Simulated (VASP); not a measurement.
Input of a VASP 6.6.1 run:

File INCAR:

```
SYSTEM = LiF
PREC = Accurate
ENCUT = 520
EDIFF = 1E-6
ISMEAR = 0
SIGMA = 0.01
LREAL = .False.
LASPH = .True.
NELM = 100
ALGO = Normal
ISIF = 2
LWAVE = .False.
LCHARG = .False.
NBANDS = 12
```

Contents of KPOINTS:

```
Automatic mesh
0
Gamma
  6 6 6
  0 0 0
```

The input POSCAR:

```
LiF
1.0
    0.0000000000      1.9948717406      1.9948717406
    1.9948717406      0.0000000000      1.9948717406
    1.9948717406      1.9948717406      0.0000000000
Li F
1 1
Direct
    0.0000000000      0.0000000000      0.0000000000
    0.5000000000      0.5000000000      0.5000000000
```

Potentials or basis: VASP PAW LDA potentials, release 64 (Li_sv, F).

The run is started by

```bash
$ cat potpaw_LDA.64/Li_sv/POTCAR potpaw_LDA.64/F/POTCAR > POTCAR
$ mpirun -np 1 vasp_std > vasp.out
```

(1) Estimate the band gap on the k mesh.

Results:

(1) 9.10 eV, direct.

Caveat: the k points lie up to 0.45 Å⁻¹ apart.
